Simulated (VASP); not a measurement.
Runs of VASP 6.6.1 on LiCl. The structure is that of space group P6_3/mmc (No. 194), or close to it. The cells are those of the table. 

```csv
cell,gap on the mesh (eV)
"a = 3.634, b = 3.634, c = 6.123 Å, angles 90.0, 90.0, 120.0°, 4 atoms",(b)
"a = 3.575, b = 3.575, c = 6.024 Å, angles 90.0, 90.0, 120.0°, 4 atoms",6.37
"a = 3.514, b = 3.514, c = 5.922 Å, angles 90.0, 90.0, 120.0°, 4 atoms",6.68
"a = 3.452, b = 3.452, c = 5.816 Å, angles 90.0, 90.0, 120.0°, 4 atoms",(a)
"a = 3.690, b = 3.690, c = 6.219 Å, angles 90.0, 90.0, 120.0°, 4 atoms",5.85
```

Alike in all rows: task single point; level PBE; potentials or basis VASP PAW PBE potentials, release 64 (Li_sv, Cl); no spin polarisation; k mesh 6 × 6 × 2; cutoff (eV) 520; smearing gaussian 0.01 eV.

Question: Estimate the missing entries.

Answer: (a) 6.91; (b) 6.09.

Caveats: all runs use coarse meshes.

A k mesh can miss the band edges.
